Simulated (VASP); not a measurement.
The system is MgO.

```
Mg O
1.0
     2.61364   -0.00971   -0.00971
    -0.00971    2.61364   -0.00971
    -0.00971   -0.00971    2.61364
Mg O
1 1
Direct
  0.00000 0.00000 0.00000
  0.50000 0.50000 0.50000
```

This cell differs from its parent crystal: strain along [111] -1.1%.

Base run:

```yaml
Program: VASP 6.6.1
Functional: HSE06
Potentials_or_basis: VASP PAW PBE potentials, release 64 (Mg, O)
Cutoff: 520 eV
k_mesh: 6 × 6 × 6
Occupations: gaussian, width 0.01 eV
Spin: no spin polarisation
```

Its results: band gap on the k mesh 4.25 eV, indirect (least direct gap 5.35 eV); pressure 0.6 GPa.

**Question.** The run is repeated on the same cell with these changes: functional from HSE06 to r2SCAN; k mesh from 6 × 6 × 6 to 10 × 10 × 10. What comes out?

**Answer.** Band gap on the k mesh 3.56 eV, indirect (least direct gap 4.61 eV); pressure 0.6 GPa.

Several settings changed at once, so the effect can't be laid on one alone.

Caveats: the PAW data sets were made with another functional, which shifts forces and pressure a little.

A k mesh can miss the band edges.
